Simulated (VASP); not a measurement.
# Mn (Fm-3m) in VASP: further runs

The runs below take Mn through single point, with PBE.

Program: VASP 6.6.1. These are calculated values, not measurements. Logs are shortened: lines on timing, memory, paths and dates and some standing lists are left out, and cuts for length are marked.

**1. The cell of the first run**

The structure is cubic, space group Fm-3m (No. 225). The conventional cell has a = 3.501 Å, b = 3.501 Å, c = 3.501 Å, α = 90.00°, β = 90.00°, γ = 90.00°. Mn (site symmetry m-3m) has 12 Mn at 2.48 Å within 3.3 Å.

**2. Single point, PBE, collinear spin, ferromagnetic start**

INCAR

```
  PREC = Accurate
  ENCUT = 520
  EDIFF = 1E-6
  ISMEAR = 0
  SIGMA = 0.1
  LREAL = False
  LASPH = True
  NELM = 150
  ALGO = Fast
  ISIF = 2
  LWAVE = False
  LCHARG = False
  ISPIN = 2
  MAGMOM = 4.33
  LORBIT = 11
  LMAXMIX = 4
  GGA = PE
  NBANDS = 16
```

KPOINTS

```
regular mesh
0
Gamma
  8 8 8
```

POSCAR

```
Mn
1.0
    0.0000000000      1.7503659014      1.7503659014
    1.7503659014      0.0000000000      1.7503659014
    1.7503659014      1.7503659014      0.0000000000
Mn
1
Direct
    0.0000000000      0.0000000000      0.0000000000
```

Potentials or basis: VASP PAW PBE potentials, release 64 (Mn_pv).

Run with:

```
$ cat potpaw_PBE.64/Mn_pv/POTCAR > POTCAR
$ mpirun -np 1 vasp_std > vasp.out
```

OUTCAR:

```text
PREC = Accurate
   ENCUT = 520
   EDIFF = 1E-6
   ISMEAR = 0
   LREAL = False
   LASPH = True
   NELM = 150
   ISIF = 2
   ISPIN = 2
   LORBIT = 11
   GGA = PE

 ion  position               nearest neighbor table
   1  0.000  0.000  0.000-

  LATTYP: Found a face centered cubic cell.
 ALAT       =     3.5007318028

  Lattice vectors:

 A1 = (   0.0000000000,   1.7503659014,   1.7503659014)
 A2 = (   1.7503659014,   0.0000000000,   1.7503659014)
 A3 = (   1.7503659014,   1.7503659014,   0.0000000000)

Analysis of symmetry for initial positions (statically):
=====================================================================
 Subroutine PRICEL returns:
 Original cell was already a primitive cell.

 Routine SETGRP: Setting up the symmetry group for a
 face centered cubic supercell.

 Subroutine GETGRP returns: Found 48 space group operations
 (whereof 48 operations were pure point group operations)
 out of a pool of 48 trial point group operations.

The static configuration has the point symmetry O_h .

Analysis of symmetry for dynamics (positions and initial velocities):
=====================================================================
 Subroutine PRICEL returns:
 Original cell was already a primitive cell.

 Routine SETGRP: Setting up the symmetry group for a
 face centered cubic supercell.

 Subroutine GETGRP returns: Found 48 space group operations
 (whereof 48 operations were pure point group operations)
 out of a pool of 48 trial point group operations.

The dynamic configuration has the point symmetry O_h .

Analysis of structural, dynamic, and magnetic symmetry:
=====================================================================
 Subroutine PRICEL returns:
 Original cell was already a primitive cell.

 Routine SETGRP: Setting up the symmetry group for a
 face centered cubic supercell.

 Subroutine GETGRP returns: Found 48 space group operations
 (whereof 48 operations were pure point group operations)
 out of a pool of 48 trial point group operations.

The overall configuration has the point symmetry O_h .

 Subroutine INISYM returns: Found 48 space group operations
 (whereof 48 operations are pure point group operations),
 and found     1 'primitive' translations

----------------------------------------------------------------------------------------

                                     Primitive cell

  volume of cell :      10.7255

  direct lattice vectors                    reciprocal lattice vectors
     0.000000000  1.750365901  1.750365901    -0.285654559  0.285654559  0.285654559
     1.750365901  0.000000000  1.750365901     0.285654559 -0.285654559  0.285654559
     1.750365901  1.750365901  0.000000000     0.285654559  0.285654559 -0.285654559

  length of vectors
     2.475391197  2.475391197  2.475391197     0.494768210  0.494768210  0.494768210

  position of ions in fractional coordinates (direct lattice)
     0.000000000  0.000000000  0.000000000

  ion indices of the primitive-cell ions
   primitive index   ion index
                 1           1

----------------------------------------------------------------------------------------

 KPOINTS: regular mesh

Automatic generation of k-mesh.
 Grid dimensions read from file:
 generate k-points for:    8    8    8

 Generating k-lattice:

  Cartesian coordinates                     Fractional coordinates (reciprocal lattice)
    -0.035706820  0.035706820  0.035706820     0.125000000  0.000000000  0.000000000
     0.035706820 -0.035706820  0.035706820     0.000000000  0.125000000  0.000000000
     0.035706820  0.035706820 -0.035706820     0.000000000  0.000000000  0.125000000

  Length of vectors
     0.061846026  0.061846026  0.061846026

  Shift w.r.t. Gamma in fractional coordinates (k-lattice)
     0.000000000  0.000000000  0.000000000

 Subroutine IBZKPT returns following result:
 ===========================================

 Found     29 irreducible k-points:

 Following reciprocal coordinates:
            Coordinates               Weight
  0.000000  0.000000  0.000000      1.000000
  0.125000  0.000000  0.000000      8.000000
  0.250000  0.000000  0.000000      8.000000
  0.375000  0.000000  0.000000      8.000000
  0.500000  0.000000  0.000000      4.000000
  0.125000  0.125000  0.000000      6.000000
[... 16 lines left out ...]
  0.500000  0.250000  0.125000     48.000000
 -0.375000  0.250000  0.125000     24.000000
 [... further k-points ...]
   k-points           NKPTS =     29   k-points in BZ     NKDIM =     29   number of bands    NBANDS=     16
   number of dos      NEDOS =    301   number of ions     NIONS =      1
   total plane-waves  NPLWV =   5832
   dimension x,y,z NGX =    18 NGY =   18 NGZ =   18
   dimension x,y,z NGXF=    36 NGYF=   36 NGZF=   36
   ions per type =               1
   NGX,Y,Z   is equivalent  to a cutoff of  12.09, 12.09, 12.09 a.u.
   NGXF,Y,Z  is equivalent  to a cutoff of  24.18, 24.18, 24.18 a.u.
 SYSTEM =  unknown system
   PREC   = accura    normal or accurate (medium, high low for compatibility)
   ISTART =      0    job   : 0-new  1-cont  2-samecut
   ICHARG =      2    charge: 1-file 2-atom 10-const
   ISPIN  =      2    spin polarized calculation?
   LNONCOLLINEAR =      F non collinear calculations
   LSORBIT =      F    spin-orbit coupling
   LASPH  =      T    aspherical Exc in radial PAW
   ENCUT  =  520.0 eV  38.22 Ry    6.18 a.u.   4.60  4.60  4.60*2*pi/ulx,y,z
   NELM   =    150;   NELMIN=  2; NELMDL= -5     # of ELM steps
   EDIFF  = 0.1E-05   stopping-criterion for ELM
   LREAL  =      F    real-space projection
   EDIFFG = 0.1E-04   stopping-criterion for IOM
   NSW    =      0    number of steps for IOM
   IBRION =     -1    ionic relax: 0-MD 1-quasi-New 2-CG
   NFREE  =      0    steps in history (QN), initial steepest desc. (CG)
   ISIF   =      2    stress and relaxation
   ISYM   =      2    0-nonsym 1-usesym 2-fastsym
   POTIM  = 0.5000    time-step for ionic-motion
   TEBEG  =    0.0;   TEEND  =   0.0 temperature during run
   PSTRESS=    0.0 pullay stress
   NELECT =      13.0000    total number of electrons
   NUPDOWN=      -1.0000    fix difference up-down
   EMIN   =  10.00;   EMAX   =-10.00  energy-range for DOS
   EFERMI =   0.00;   METHOD = LEGACY
   ISMEAR =     0;   SIGMA  =   0.10  broadening in eV -4-tet -1-fermi 0-gaus
   EFERMI_NEDOS =   21; number of points for ismear=-14 and -15
   IALGO  =     68    algorithm
   IMIX   =      4    mixing-type and parameters
     AMIX     =   0.40;   BMIX     =  1.00
     AMIX_MAG =   1.60;   BMIX_MAG =  1.00
  volume/ion in A,a.u.               =      10.73        72.38
  Fermi-wavevector in a.u.,A,eV,Ry     =   1.745489  3.298496 41.453301  3.046732
  Thomas-Fermi vector in A             =   2.817166
   LORBIT       =     11    0 simple, 1 ext, 2 COOP (PROOUT), +10 PAW based schemes
   GGA     = PE    functional components
   LHFCALC =     F    Hartree Fock is set to
   AEXX    =    0.0000 exact exchange contribution
   IVDW    =     0    specifies the selected vdW correction
   LEPSILON=     F    determine dielectric tensor
   LRPA    =     F    only Hartree local field effects (RPA)
 spin polarized calculation
 RMM-DIIS sequential band-by-band and
 Gauss-broadening in eV      SIGMA  =   0.10
  energy-cutoff  :      520.00
  volume of cell :       10.73
 maximum number of plane-waves:       303
   NGX =  9   NGY =  9   NGZ =  9

 number of electron      12.9999999 magnetization       0.1200277

 number of electron      12.9999999 magnetization      -0.0018900

 Free energy of the ion-electron system (eV)
  ---------------------------------------------------
  ext. energy  EPLUGINS =         0.00000000
  ---------------------------------------------------
  free energy    TOTEN  =        -8.91834239 eV

  energy without entropy =       -8.91210031  energy(sigma->0) =       -8.91522135

 E-fermi :  10.5936     XC(G=0): -14.0318

 val. band max:       10.4173201612   @ k =   0.5000   0.2500   0.1250
 cond. band min:      10.5977942055   @ k =  -0.1250   0.1250   0.0000
 fundamental gap:      0.1804740443
 Fermi energy:        10.5935637798

 spin component 1

 k-point     1 :       0.0000    0.0000    0.0000
  band No.  band energies     occupation
      1     -37.1093      1.00000
      2     -37.1093      1.00000
      3     -37.1093      1.00000
      4       2.2109      1.00000
      5       9.3885      1.00000
      6       9.3885      1.00000
[... 8 lines left out ...]
     15      43.1796      0.00000
     16      43.1797      0.00000
[... 419 lines left out ...]
 k-point    24 :      -0.3750    0.2500    0.1250
  band No.  band energies     occupation
      1     -37.7658      1.00000
      2     -37.4081      1.00000
      3     -37.2722      1.00000
      4       7.1138      1.00000
      5       8.0001      1.00000
      6       9.1325      1.00000
[... 8 lines left out ...]
     15      42.2032      0.00000
     16      47.1416      0.00000

 [... further k-points ...]

 spin component 2

 k-point     1 :       0.0000    0.0000    0.0000
  band No.  band energies     occupation
      1     -37.1114      1.00000
      2     -37.1114      1.00000
      3     -37.1114      1.00000
      4       2.2105      1.00000
      5       9.3874      1.00000
      6       9.3874      1.00000
[... 8 lines left out ...]
     15      43.1791      0.00000
     16      43.1791      0.00000
[... 419 lines left out ...]
 k-point    24 :      -0.3750    0.2500    0.1250
  band No.  band energies     occupation
      1     -37.7678      1.00000
      2     -37.4102      1.00000
      3     -37.2742      1.00000
      4       7.1130      1.00000
      5       7.9980      1.00000
      6       9.1317      1.00000
[... 8 lines left out ...]
     15      42.2017      0.00000
     16      47.1412      0.00000

 [... further k-points ...]

------------------------ aborting loop because EDIFF is reached ----------------------------------------

  FORCE on cell =-STRESS in cart. coord.  units (eV):
  Direction    XX          YY          ZZ          XY          YZ          ZX
  --------------------------------------------------------------------------------------
  -------------------------------------------------------------------------------------
  Total        0.0040857      0.0040857      0.0040857      0.0000000      0.0000000      0.0000000
  in kB        0.6103268      0.6103268      0.6103268      0.0000000      0.0000000      0.0000000
  external PRESSURE =       0.6103268 kB  Pullay stress =       0.0000000 kB

 VOLUME and BASIS-vectors are now :
 -----------------------------------------------------------------------------
  energy-cutoff  :      520.00
  volume of cell :       10.73
      direct lattice vectors                 reciprocal lattice vectors
     0.000000000  1.750365901  1.750365901    -0.285654559  0.285654559  0.285654559
     1.750365901  0.000000000  1.750365901     0.285654559 -0.285654559  0.285654559
     1.750365901  1.750365901  0.000000000     0.285654559  0.285654559 -0.285654559

 POSITION                                       TOTAL-FORCE (eV/Angst)
 -----------------------------------------------------------------------------------
      0.00000      0.00000      0.00000         0.000000      0.000000      0.000000
 -----------------------------------------------------------------------------------
    total drift:                                0.000000     -0.000000     -0.000000

  FREE ENERGIE OF THE ION-ELECTRON SYSTEM (eV)
  ---------------------------------------------------
  free  energy   TOTEN  =        -8.9183423927 eV

  energy  without entropy=       -8.9121003051  energy(sigma->0) =       -8.91522135

 total charge

# of ion       s       p       d       tot
------------------------------------------
    1        0.427   6.403   5.157  11.987

 magnetization (x)

# of ion       s       p       d       tot
------------------------------------------
    1        0.000   0.000  -0.001  -0.001
```

Wall time 18 s (1 thread of Intel Xeon Platinum 8259CL at 2.50GHz (Skylake/Cascade Lake), shared host); peak memory 0.12 GiB.

Results:

```
Free energy                                           : -8.9183 eV
Pressure                                              : 0.1 GPa
Net moment                                            : 0.00 μB per cell
Valence electrons inside the program's atomic spheres : Mn 11.99
```

Levels at points of the mesh, in eV from the Fermi level:
Spin up:
```tsv
k point	band 4	band 5	band 6	band 7	band 8	band 9	band 10	band 11
(0.00, 0.00, 0.00)	-8.38	-1.21	-1.21	-1.21	0.49	0.49	21.33	27.17
(0.50, 0.00, 0.00)	-4.61	-1.32	-1.32	0.43	1.66	1.66	9.00	20.16
(0.50, 0.50, 0.00)	-4.80	-3.99	1.63	1.97	1.97	3.47	12.24	15.86
```
Spin down:
| k point | band 5 | band 6 | band 7 | band 8 | band 9 | band 10 |
| --- | --- | --- | --- | --- | --- | --- |
| (0.00, 0.00, 0.00) | -1.21 | -1.21 | -1.21 | 0.49 | 0.49 | 21.33 |
| (0.50, 0.00, 0.00) | -1.32 | -1.32 | 0.43 | 1.66 | 1.66 | 9.00 |
| (0.50, 0.50, 0.00) | -3.99 | 1.62 | 1.97 | 1.97 | 3.47 | 12.24 |

Caveat: the k points lie up to 0.39 Å⁻¹ apart; the starting moments collapsed, and a magnetic state may lie lower.

**3. Single point, PBE**

INCAR

```
SYSTEM = Mn
  PREC = Accurate
  ENCUT = 520
  EDIFF = 1E-6
  ISMEAR = 0
  SIGMA = 0.1
  LREAL = .FALSE.
  LASPH = .TRUE.
  NELM = 80
  ALGO = Normal
  ISIF = 2
  LWAVE = .FALSE.
  LCHARG = .TRUE.
  GGA = PE
  LELF = .TRUE.
  LVHAR = .TRUE.
  NBANDS = 12
```

KPOINTS

```
regular mesh
0
G
  20 20 20
  0 0 0
```

POSCAR

```
Mn
1.0
    0.0000000000      1.7512811919      1.7512811919
    1.7512811919      0.0000000000      1.7512811919
    1.7512811919      1.7512811919      0.0000000000
Mn
1
Direct
    0.0000000000      0.0000000000      0.0000000000
```

Potentials or basis: VASP PAW PBE potentials, release 64 (Mn_pv).

Run with:

```
$ cat potpaw_PBE.64/Mn_pv/POTCAR > POTCAR
$ mpirun -np 1 vasp_std > vasp.out
```

OUTCAR:

```text
SYSTEM = Mn
   PREC = Accurate
   ENCUT = 520
   EDIFF = 1E-6
   ISMEAR = 0
   LREAL = .FALSE.
   LASPH = .TRUE.
   NELM = 80
   ISIF = 2
   GGA = PE

 ion  position               nearest neighbor table
   1  0.000  0.000  0.000-

  LATTYP: Found a face centered cubic cell.
 ALAT       =     3.5025623838

  Lattice vectors:

 A1 = (   0.0000000000,   1.7512811919,   1.7512811919)
 A2 = (   1.7512811919,   0.0000000000,   1.7512811919)
 A3 = (   1.7512811919,   1.7512811919,   0.0000000000)

Analysis of symmetry for initial positions (statically):
=====================================================================
 Subroutine PRICEL returns:
 Original cell was already a primitive cell.

 Routine SETGRP: Setting up the symmetry group for a
 face centered cubic supercell.

 Subroutine GETGRP returns: Found 48 space group operations
 (whereof 48 operations were pure point group operations)
 out of a pool of 48 trial point group operations.

The static configuration has the point symmetry O_h .

Analysis of symmetry for dynamics (positions and initial velocities):
[... 169 lines left out ...]
      4       2.1950      2.00000
      5       9.3561      2.00000
      6       9.3561      2.00000
      7       9.3561      2.00000
      8      11.0437      0.00000
      9      11.0437      0.00000
     10      31.9027      0.00000
     11      37.7179      0.00000
     12      37.7179      0.00000
[... 331 lines left out ...]
 k-point    24 :      -0.3500    0.0500    0.0000
  band No.  band energies     occupation
      1     -37.7845      2.00000
      2     -37.2552      2.00000
      3     -37.2303      2.00000
      4       5.8010      2.00000
      5       9.3250      2.00000
      6       9.4231      2.00000
      7       9.4407      2.00000
      8      11.6586      0.00000
      9      12.1348      0.00000
     10      22.3780      0.00000
     11      31.1985      0.00000
     12      35.7381      0.00000

 [... further k-points ...]

------------------------ aborting loop because EDIFF is reached ----------------------------------------

  FORCE on cell =-STRESS in cart. coord.  units (eV):
  Direction    XX          YY          ZZ          XY          YZ          ZX
  --------------------------------------------------------------------------------------
  -------------------------------------------------------------------------------------
  Total       -0.0081660     -0.0081660     -0.0081660      0.0000000     -0.0000000      0.0000000
  in kB       -1.2179363     -1.2179363     -1.2179363      0.0000000     -0.0000000      0.0000000
  external PRESSURE =      -1.2179363 kB  Pullay stress =       0.0000000 kB

 VOLUME and BASIS-vectors are now :
 -----------------------------------------------------------------------------
  energy-cutoff  :      520.00
  volume of cell :       10.74
      direct lattice vectors                 reciprocal lattice vectors
     0.000000000  1.751281192  1.751281192    -0.285505265  0.285505265  0.285505265
     1.751281192  0.000000000  1.751281192     0.285505265 -0.285505265  0.285505265
     1.751281192  1.751281192  0.000000000     0.285505265  0.285505265 -0.285505265

 POSITION                                       TOTAL-FORCE (eV/Angst)
 -----------------------------------------------------------------------------------
      0.00000      0.00000      0.00000        -0.000000      0.000000      0.000000
 -----------------------------------------------------------------------------------
    total drift:                                0.000000     -0.000000     -0.000000

  FREE ENERGIE OF THE ION-ELECTRON SYSTEM (eV)
  ---------------------------------------------------
  free  energy   TOTEN  =        -8.9196010036 eV

  energy  without entropy=       -8.9119845067  energy(sigma->0) =       -8.91579276
```

It took 25 s on 1 thread of Intel Xeon Platinum 8259CL at 2.50GHz (Skylake/Cascade Lake), shared host; peak memory 0.14 GiB.

What came out:

| Property | Result |
| --- | --- |
| Free energy | -8.9196 eV |
| Pressure | -0.1 GPa |

Caveat: the run has no spin polarisation, though such a crystal can be magnetic.
